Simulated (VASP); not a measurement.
# Mo in VASP: single point with PBEsol

Aim: the single point of Mo with PBEsol.

Everything below comes from runs of VASP 6.6.1. Logs are shortened: lines on timing, memory, paths and dates and some standing lists are left out, and cuts for length are marked.

### 1 The cell of the first run

The cell holds a slab with vacuum, 9 atoms: a = 4.426 Å, b = 4.426 Å, c = 24.227 Å, α = 90.00°, β = 90.00°, γ = 120.00°.

### 2 Single point, PBEsol

Contents of INCAR:

```
SYSTEM = Mo
ALGO = Normal
DIPOL = 0.5 0.5 0.499
EDIFF = 1E-7
ENCUT = 520
GGA = PS
IDIPOL = 3
ISIF = 2
ISMEAR = 0
LASPH = .TRUE.
LCHARG = .TRUE.
LDIPOL = .TRUE.
LELF = .TRUE.
LREAL = .FALSE.
LVACPOTAV = .TRUE.
LVHAR = .TRUE.
LWAVE = .FALSE.
NBANDS = 73
NELM = 100
PREC = Accurate
SIGMA = 0.1
```

Contents of KPOINTS:

```
k-points
0
G
  9 9 1
  0 0 0
```

Contents of POSCAR:

```
Mo
1.0
    4.4255081941      0.0000000000      0.0000000000
   -2.2127540971      3.8326025208      0.0000000000
    0.0000000000      0.0000000000     24.2268246187
Mo
9
Direct
    0.6666666667      0.3333333333      0.3508507670
    0.3333333333      0.6666666667      0.3881380753
    0.0000000000      0.0000000000      0.4254253835
    0.6666666667      0.3333333333      0.4627126918
    0.3333333333      0.6666666667      0.5005801074
    0.0000000000      0.0000000000      0.5374926794
    0.6666666667      0.3333333333      0.5802106569
    0.3333333333      0.6666666667      0.6089478871
    0.0000000000      0.0000000000      0.6387131754
```

Potentials or basis: VASP PAW PBE potentials, release 64 (Mo_sv).

Command:

```console
cat potpaw_PBE.64/Mo_sv/POTCAR > POTCAR
mpirun -np 1 vasp_std > vasp.out
```

OUTCAR:

```text
SYSTEM = Mo
   EDIFF = 1E-7
   ENCUT = 520
   GGA = PS
   ISIF = 2
   ISMEAR = 0
   LASPH = .TRUE.
   LREAL = .FALSE.
   NELM = 100
   PREC = Accurate

 ion  position               nearest neighbor table
   1  0.667  0.333  0.351-   2 2.71   2 2.71   2 2.71   4 2.71   3 3.13   3 3.13   3 3.13
   2  0.333  0.667  0.388-   3 2.71   3 2.71   3 2.71   1 2.71   1 2.71   1 2.71   5 2.72   4 3.13
                             4 3.13   4 3.13
   3  0.000  0.000  0.425-   2 2.71   2 2.71   2 2.71   4 2.71   4 2.71   4 2.71   6 2.72   1 3.13
                             1 3.13   1 3.13   5 3.14   5 3.14   5 3.14
   4  0.667  0.333  0.463-   3 2.71   3 2.71   3 2.71   1 2.71   5 2.71   5 2.71   5 2.71   7 2.85
                             2 3.13   2 3.13   2 3.13   6 3.13   6 3.13   6 3.13
   5  0.333  0.667  0.501-   8 2.63   6 2.71   6 2.71   6 2.71   4 2.71   4 2.71   4 2.71   2 2.72
                             3 3.14   3 3.14   3 3.14   7 3.20   7 3.20   7 3.20
   6  0.000  0.000  0.537-   9 2.45   5 2.71   5 2.71   5 2.71   3 2.72   7 2.76   7 2.76   7 2.76
                             8 3.09   8 3.09   8 3.09   4 3.13   4 3.13   4 3.13
   7  0.667  0.333  0.580-   8 2.65   8 2.65   8 2.65   6 2.76   6 2.76   6 2.76   4 2.85   9 2.92
                             9 2.92   9 2.92   5 3.20   5 3.20   5 3.20
   8  0.333  0.667  0.609-   5 2.63   7 2.65   7 2.65   7 2.65   9 2.65   9 2.65   9 2.65   6 3.09
                             6 3.09   6 3.09
   9  0.000  0.000  0.639-   6 2.45   8 2.65   8 2.65   8 2.65   7 2.92   7 2.92   7 2.92

  LATTYP: Found a hexagonal cell.
 ALAT       =     4.4255081941
 C/A-ratio  =     5.4743599054

  Lattice vectors:

 A1 = (   4.4255081941,   0.0000000000,   0.0000000000)
 A2 = (  -2.2127540971,   3.8326025208,   0.0000000000)
 A3 = (   0.0000000000,   0.0000000000,  24.2268246187)

Analysis of symmetry for initial positions (statically):
=====================================================================
 Subroutine PRICEL returns:
 Original cell was already a primitive cell.

 Routine SETGRP: Setting up the symmetry group for a
 hexagonal supercell.

 Subroutine GETGRP returns: Found  6 space group operations
 (whereof  6 operations were pure point group operations)
 out of a pool of 24 trial point group operations.

The static configuration has the point symmetry C_3v.

Analysis of symmetry for dynamics (positions and initial velocities):
=====================================================================
 Subroutine PRICEL returns:
 Original cell was already a primitive cell.

 Routine SETGRP: Setting up the symmetry group for a
 hexagonal supercell.

 Subroutine GETGRP returns: Found  6 space group operations
 (whereof  6 operations were pure point group operations)
 out of a pool of 24 trial point group operations.

The dynamic configuration has the point symmetry C_3v.

 Subroutine INISYM returns: Found  6 space group operations
 (whereof  6 operations are pure point group operations),
 and found     1 'primitive' translations

----------------------------------------------------------------------------------------

                                     Primitive cell

  volume of cell :     410.9164

  direct lattice vectors                    reciprocal lattice vectors
     4.425508194  0.000000000  0.000000000     0.225962750  0.130459654  0.000000000
    -2.212754097  3.832602521  0.000000000     0.000000000  0.260919309  0.000000000
     0.000000000  0.000000000 24.226824619     0.000000000  0.000000000  0.041276561

  length of vectors
     4.425508194  4.425508194 24.226824619     0.260919309  0.260919309  0.041276561

  position of ions in fractional coordinates (direct lattice)
     0.666666667  0.333333333  0.350850767
     0.333333333  0.666666667  0.388138075
     0.000000000  0.000000000  0.425425383
     0.666666667  0.333333333  0.462712692
     0.333333333  0.666666667  0.500580107
     0.000000000  0.000000000  0.537492679
     0.666666667  0.333333333  0.580210657
     0.333333333  0.666666667  0.608947887
     0.000000000  0.000000000  0.638713175

  ion indices of the primitive-cell ions
   primitive index   ion index
                 1           1
                 2           2
                 3           3
                 4           4
                 5           5
                 6           6
                 7           7
                 8           8
                 9           9

----------------------------------------------------------------------------------------

 KPOINTS: k-points

Automatic generation of k-mesh.
 Grid dimensions read from file:
 generate k-points for:    9    9    1

 Generating k-lattice:

  Cartesian coordinates                     Fractional coordinates (reciprocal lattice)
     0.025106972  0.014495517  0.000000000     0.111111111 -0.000000000  0.000000000
     0.000000000  0.028991034  0.000000000     0.000000000  0.111111111  0.000000000
     0.000000000  0.000000000  0.041276561     0.000000000  0.000000000  1.000000000

  Length of vectors
     0.028991034  0.028991034  0.041276561

  Shift w.r.t. Gamma in fractional coordinates (k-lattice)
     0.000000000  0.000000000  0.000000000

 Subroutine IBZKPT returns following result:
 ===========================================

 Found     12 irreducible k-points:

 Following reciprocal coordinates:
            Coordinates               Weight
  0.000000  0.000000  0.000000      1.000000
  0.111111  0.000000  0.000000      6.000000
  0.222222  0.000000  0.000000      6.000000
  0.333333  0.000000  0.000000      6.000000
  0.444444  0.000000  0.000000      6.000000
  0.111111  0.111111  0.000000      6.000000
  0.222222  0.111111  0.000000     12.000000
  0.333333  0.111111  0.000000     12.000000
  0.444444  0.111111  0.000000      6.000000
  0.222222  0.222222  0.000000      6.000000
  0.333333  0.222222  0.000000     12.000000
  0.333333  0.333333  0.000000      2.000000
   k-points           NKPTS =     12   k-points in BZ     NKDIM =     12   number of bands    NBANDS=     73
   number of dos      NEDOS =    301   number of ions     NIONS =      9
   total plane-waves  NPLWV = 233280
   dimension x,y,z NGX =    36 NGY =   36 NGZ =  180
   dimension x,y,z NGXF=    72 NGYF=   72 NGZF=  360
   ions per type =               9
   NGX,Y,Z   is equivalent  to a cutoff of  13.52, 13.52, 12.35 a.u.
   NGXF,Y,Z  is equivalent  to a cutoff of  27.05, 27.05, 24.70 a.u.
 SYSTEM =  Mo
   PREC   = accura    normal or accurate (medium, high low for compatibility)
   ISTART =      0    job   : 0-new  1-cont  2-samecut
   ICHARG =      2    charge: 1-file 2-atom 10-const
   ISPIN  =      1    spin polarized calculation?
   LNONCOLLINEAR =      F non collinear calculations
   LSORBIT =      F    spin-orbit coupling
   LASPH  =      T    aspherical Exc in radial PAW
   ENCUT  =  520.0 eV  38.22 Ry    6.18 a.u.   8.23  8.23 45.05*2*pi/ulx,y,z
   NELM   =    100;   NELMIN=  2; NELMDL= -5     # of ELM steps
   EDIFF  = 0.1E-06   stopping-criterion for ELM
   LREAL  =      F    real-space projection
   EDIFFG = 0.1E-05   stopping-criterion for IOM
   NSW    =      0    number of steps for IOM
   IBRION =     -1    ionic relax: 0-MD 1-quasi-New 2-CG
   NFREE  =      0    steps in history (QN), initial steepest desc. (CG)
   ISIF   =      2    stress and relaxation
   ISYM   =      2    0-nonsym 1-usesym 2-fastsym
   POTIM  = 0.5000    time-step for ionic-motion
   TEBEG  =    0.0;   TEEND  =   0.0 temperature during run
   PSTRESS=    0.0 pullay stress
   NELECT =     126.0000    total number of electrons
   NUPDOWN=      -1.0000    fix difference up-down
   EMIN   =  10.00;   EMAX   =-10.00  energy-range for DOS
   EFERMI =   0.00;   METHOD = LEGACY
   ISMEAR =     0;   SIGMA  =   0.10  broadening in eV -4-tet -1-fermi 0-gaus
   EFERMI_NEDOS =   21; number of points for ismear=-14 and -15
   IALGO  =     38    algorithm
   IMIX   =      4    mixing-type and parameters
     AMIX     =   0.40;   BMIX     =  1.00
     AMIX_MAG =   1.60;   BMIX_MAG =  1.00
  volume/ion in A,a.u.               =      45.66       308.11
  Fermi-wavevector in a.u.,A,eV,Ry     =   1.103944  2.086152 16.581328  1.218693
  Thomas-Fermi vector in A             =   2.240410
   LORBIT       =      0    0 simple, 1 ext, 2 COOP (PROOUT), +10 PAW based schemes
   GGA     = PS    functional components
   LHFCALC =     F    Hartree Fock is set to
   AEXX    =    0.0000 exact exchange contribution
   IVDW    =     0    specifies the selected vdW correction
   LEPSILON=     F    determine dielectric tensor
   LRPA    =     F    only Hartree local field effects (RPA)
 non-spin polarized calculation
 Gauss-broadening in eV      SIGMA  =   0.10
  energy-cutoff  :      520.00
  volume of cell :      410.92
 maximum number of plane-waves:     11118
 NGX is ok and might be reduce to    36
   NGX = 17   NGY = 17   NGZ = 91

 dipolmoment           0.000000      0.000000     -0.013682 electrons x Angstroem

 number of electron     126.0000016 magnetization

 dipolmoment           0.000000      0.000000      0.020732 electrons x Angstroem

 Free energy of the ion-electron system (eV)
  ---------------------------------------------------
  ext. energy  EPLUGINS =         0.00000000
  ---------------------------------------------------
  free energy    TOTEN  =       -98.47414574 eV

  energy without entropy =      -98.43050565  energy(sigma->0) =      -98.45232570

 E-fermi :   1.7395     XC(G=0):  -5.5329

 val. band max:        1.7192437466   @ k =   0.2222   0.2222   0.0000
 cond. band min:       1.7659936541   @ k =   0.4444   0.1111   0.0000
 fundamental gap:      0.0467499075
 Fermi energy:         1.7394829471

 k-point     1 :       0.0000    0.0000    0.0000
  band No.  band energies     occupation
      1     -59.4316      2.00000
      2     -59.3023      2.00000
      3     -59.2360      2.00000
      4     -59.1106      2.00000
      5     -59.0707      2.00000
      6     -59.0544      2.00000
[... 65 lines left out ...]
     72       3.4360      0.00000
     73       3.4360      0.00000
[... 834 lines left out ...]
     72       2.8154      0.00000
     73       3.0818      0.00000

------------------------ aborting loop because EDIFF is reached ----------------------------------------

  FORCE on cell =-STRESS in cart. coord.  units (eV):
  Direction    XX          YY          ZZ          XY          YZ          ZX
  --------------------------------------------------------------------------------------
  -------------------------------------------------------------------------------------
  Total       -9.4409943     -9.4409943     -4.4587941      0.0000000      0.0000000     -0.0000000
  in kB      -36.8107691    -36.8107691    -17.3849951      0.0000000      0.0000000     -0.0000000
  external PRESSURE =     -30.3355111 kB  Pullay stress =       0.0000000 kB

 VOLUME and BASIS-vectors are now :
 -----------------------------------------------------------------------------
  energy-cutoff  :      520.00
  volume of cell :      410.92
      direct lattice vectors                 reciprocal lattice vectors
     4.425508194  0.000000000  0.000000000     0.225962750  0.130459654  0.000000000
    -2.212754097  3.832602521  0.000000000     0.000000000  0.260919309  0.000000000
     0.000000000  0.000000000 24.226824619     0.000000000  0.000000000  0.041276561

 POSITION                                       TOTAL-FORCE (eV/Angst)
 -----------------------------------------------------------------------------------
      2.21275      1.27753      8.50000        -0.000000      0.000000      2.180067
     -0.00000      2.55507      9.40335         0.000000     -0.000000     -0.199720
      0.00000      0.00000     10.30671         0.000000      0.000000     -0.996783
      2.21275      1.27753     11.21006        -0.000000     -0.000000     -1.019990
     -0.00000      2.55507     12.12747         0.000000      0.000000      0.003419
      0.00000      0.00000     13.02174        -0.000000      0.000000     -0.048626
      2.21275      1.27753     14.05666         0.000000     -0.000000     -0.002023
     -0.00000      2.55507     14.75287        -0.000000      0.000000      0.034639
      0.00000      0.00000     15.47399         0.000000      0.000000      0.049018
 -----------------------------------------------------------------------------------
    total drift:                               -0.000000     -0.000000     -0.000019

  FREE ENERGIE OF THE ION-ELECTRON SYSTEM (eV)
  ---------------------------------------------------
  free  energy   TOTEN  =       -98.4741457445 eV

  energy  without entropy=      -98.4305056499  energy(sigma->0) =      -98.45232570

 vacuum level on the upper side and lower side of the slab         5.740         5.519
```

It took 13 min on 1 thread of Intel Xeon Platinum 8488C (Sapphire Rapids), shared host; peak memory 0.65 GiB.

What came out:

```yaml
Free_energy: -98.4741 eV
Largest_force: 2.180 eV/Å
Band_gap_on_the_k_mesh: zero (bands 63 and 64 overlap by 0.24 eV)
```

Forces in eV/Å, atoms in the order of the input:
```
Mo   0.000  0.000  2.180
Mo   0.000  0.000 -0.200
Mo   0.000  0.000 -0.997
Mo   0.000  0.000 -1.020
Mo   0.000  0.000  0.003
Mo   0.000  0.000 -0.049
Mo   0.000  0.000 -0.002
Mo   0.000  0.000  0.035
Mo   0.000  0.000  0.049
```

Caveat: the PAW data sets were made with another functional, which shifts forces and pressure a little.

The gap in the log of VASP goes by the Fermi energy; the results here count the filled bands.